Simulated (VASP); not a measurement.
A run of VASP 6.6.1 is set up as follows.

Contents of INCAR:

```
PREC = Accurate
ENCUT = 520
EDIFF = 1E-6
ISMEAR = 0
SIGMA = 0.01
LREAL = False
LASPH = True
NELM = 150
ALGO = Normal
ISIF = 2
LWAVE = False
LCHARG = False
MAGMOM = 0 0 0 0 0 0
LORBIT = 11
LSORBIT = True
GGA_COMPAT = False
LORBMOM = True
GGA = PE
NBANDS = 30
```

File KPOINTS:

```
Automatic mesh
0
Gamma
  8 8 8
```

File POSCAR:

```
GaP
1.0
    0.0000000000      2.7253992985      2.7253992985
    2.7253992985      0.0000000000      2.7253992985
    2.7253992985      2.7253992985      0.0000000000
Ga P
1 1
Direct
    0.0000000000      0.0000000000      0.0000000000
    0.2500000000      0.2500000000      0.2500000000
```

Potentials or basis: VASP PAW PBE potentials, release 64 (Ga_d, P).

Launch:

```console
$ cat potpaw_PBE.64/Ga_d/POTCAR potpaw_PBE.64/P/POTCAR > POTCAR
$ mpirun -np 1 vasp_ncl > vasp.out
```

**Question.** Estimate the pressure.

**Answer.** 2.4 GPa.

**Question.** What does it give for the net moment?

**Answer.** 0.00 μB per cell.

Moments on the atoms (μB; x, y, z):
```
Ga  0.00 0.00 0.00
P   0.00 0.00 0.00
```
